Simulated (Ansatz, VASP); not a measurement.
# BP in VASP and in Ansatz

Contents of INCAR:

```
SYSTEM = BP
PREC     = Accurate       ! precision mode
ENCUT    = 500            ! plane-wave cutoff, eV
EDIFF    = 1E-7           ! SCF threshold, eV
ISMEAR   = 0              ! smearing method
SIGMA    = 0.02           ! smearing width, eV
LREAL    = .False.        ! projectors in reciprocal space
LASPH    = .True.         ! aspherical terms in the spheres
NELM     = 120            ! most SCF steps
ALGO     = Normal         ! electronic algorithm
ISIF     = 3              ! what is computed and relaxed
LWAVE    = .False.        ! write WAVECAR
LCHARG   = .False.        ! write CHGCAR
GGA      = CA             ! functional
IBRION   = 2              ! ionic algorithm
NSW      = 100            ! ionic steps
EDIFFG   = -0.002         ! ionic threshold
GGA_COMPAT= .False.      
NELMIN   = 4
```

File KPOINTS:

```
Automatic mesh
0
Gamma
  10 10 10
  0 0 0
```

POSCAR

```
BP
1.0
    0.0000000000      2.2600000000      2.2600000000
    2.2600000000      0.0000000000      2.2600000000
    2.2600000000      2.2600000000      0.0000000000
B P
1 1
Direct
    0.0000000000      0.0000000000      0.0000000000
    0.2500000000      0.2500000000      0.2500000000
```

Input for Ansatz:

```yaml
crystal:
  lattice:
    - [0.0, 2.26, 2.26]
    - [2.26, 0.0, 2.26]
    - [2.26, 2.26, 0.0]
  atoms:
    - { symbol: B, position: [0.0, 0.0, 0.0] }
    - { symbol: P, position: [0.25, 0.25, 0.25] }
basis:
  ecutwfc: 420
kpoints:
  mp_grid: { grid: [10, 10, 10] }
hamiltonian:
  xc: lda
  pseudopotentials: { kind: paw, azcp: { folder: soft_1 } }
scf:
  occupations: { method: gaussian, width: 0.02 }
output:
  forces: true
  stress: true
  eigenvalues: true
  write_density: true
  write_potential: true
  elf: true
  volumetric_format: npy
relax:
  adjacent_minimum: "off"
  f_tol: 0.002
  max_steps: 80
  cell: { stress_tol: 0.02 }
```

Alike in both runs: task relaxation of cell and atoms; functional LDA; k mesh 10 × 10 × 10; occupations gaussian, width 0.02 eV; no spin polarisation.

```csv
,VASP,Ansatz
version,VASP 6.6.1,Ansatz 0.2.0
potentials or method,"VASP PAW LDA potentials, release 64 (B, P), cutoff 500 eV","scalar-relativistic, plane waves, PAW"
valence electrons in the cell,8,8
```

Ansatz gave:

- gap on the k mesh at the Fermi level, each at its own relaxed structure (eV): 1.15
- relaxed volume (Å³/atom): 11.32
- relaxed cell length with the largest relative difference (Å): 3.175

Q: What did VASP give for the same quantities?

A: gap on the k mesh at the Fermi level, each at its own relaxed structure (eV): 1.15; relaxed volume (Å³/atom): 11.31; relaxed cell length with the largest relative difference (Å): 3.175.

Ansatz warns that its potentials were made for another functional, while VASP's fit it. LDA's correlation is that of Perdew and Zunger in VASP and of Perdew and Wang (1992) in Ansatz.
